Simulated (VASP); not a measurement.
Set up this calculation in VASP 6.6.1, as the native input.

```
Task                   : single point
Functional             : LDA
Potentials or basis    : VASP PAW LDA potentials, release 64 (Sn_d)
Cutoff                 : 520 eV
k mesh                 : 6 × 6 × 6
Occupations            : gaussian, width 0.1 eV
Spin                   : no spin polarisation
Dipole correction      : no
Further INCAR settings : ALGO = Normal; EDIFF = 1e-06; NBANDS = 21
```

The structure of Sn lies in POSCAR:

```
Sn
1.0
    0.0000000000      3.1447130786      3.1447130786
    3.1447130786      0.0000000000      3.1447130786
    3.1447130786      3.1447130786      0.0000000000
Sn
2
Direct
    0.0000000000      0.0000000000      0.0000000000
    0.2500000000      0.2500000000      0.2500000000
```

One way to write it, as run:

INCAR

```
SYSTEM = Sn
PREC     = Accurate       ! precision mode
ENCUT    = 520            ! plane-wave cutoff, eV
EDIFF    = 1E-6           ! SCF threshold, eV
ISMEAR   = 0              ! smearing method
SIGMA    = 0.1            ! smearing width, eV
LREAL    = .False.        ! projectors in reciprocal space
LASPH    = .True.         ! aspherical terms in the spheres
NELM     = 100            ! most SCF steps
ALGO     = Normal         ! electronic algorithm
ISIF     = 2              ! what is computed and relaxed
LWAVE    = .False.        ! write WAVECAR
LCHARG   = .True.         ! write CHGCAR
LELF     = .True.         ! ELF
LVHAR    = .True.       
NBANDS   = 21             ! bands
```

KPOINTS

```
Automatic mesh
0
Gamma
  6 6 6
  0 0 0
```

Potentials or basis: VASP PAW LDA potentials, release 64 (Sn_d).

Command:

```console
$ cat potpaw_LDA.64/Sn_d/POTCAR > POTCAR
$ mpirun -np 1 vasp_std > vasp.out
```

Results of the run:

```
Pressure               : 5.0 GPa
Band gap on the k mesh : zero (filled and empty bands touch)
```

Caveat: spin-orbit coupling is left out, which moves the levels of the heavy elements.

Wall time 26 s on 1 thread of Intel Xeon 8259CL (shared host), peak memory 0.17 GiB.
